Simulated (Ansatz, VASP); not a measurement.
RbBr in VASP and in Ansatz

```
CELL_PARAMETERS angstrom
4.09820 0.12920 0.12920
0.12920 4.09820 0.12920
0.12920 0.12920 4.09820
ATOMIC_POSITIONS crystal
Rb 0.00000 0.00000 0.00000
Br 0.50000 0.50000 0.50000
```

Change from the starting cell: epitaxial_111 strain -3.9%.

Alike in both runs: task single point; functional HSE06; k mesh 4 × 4 × 4; no spin polarisation.

|  | VASP | Ansatz |
| --- | --- | --- |
| version | VASP 6.6.1 | Ansatz 0.2.0 |
| potentials or method | VASP PAW PBE potentials, release 64 (Rb_sv, Br) | plane waves, PAW |
| plane-wave cutoff (eV) | 520 | 420 |
| occupations | gaussian, width 0.01 eV | fixed |
| valence electrons in the cell | 16 | 16 |

|  | VASP | Ansatz | Ansatz less VASP |
| --- | --- | --- | --- |
| gap on the k mesh at the Fermi level (eV) | 5.36 | 5.37 | +0.001 |
| pressure (GPa) | 1.1 | 1.1 | -0.02 |
| traceless stress, the component that is largest in VASP (GPa) | -0.28 | -0.28 | +0.003 |

Ansatz's warnings: stress exchange threshold loose, stress scf threshold loose.
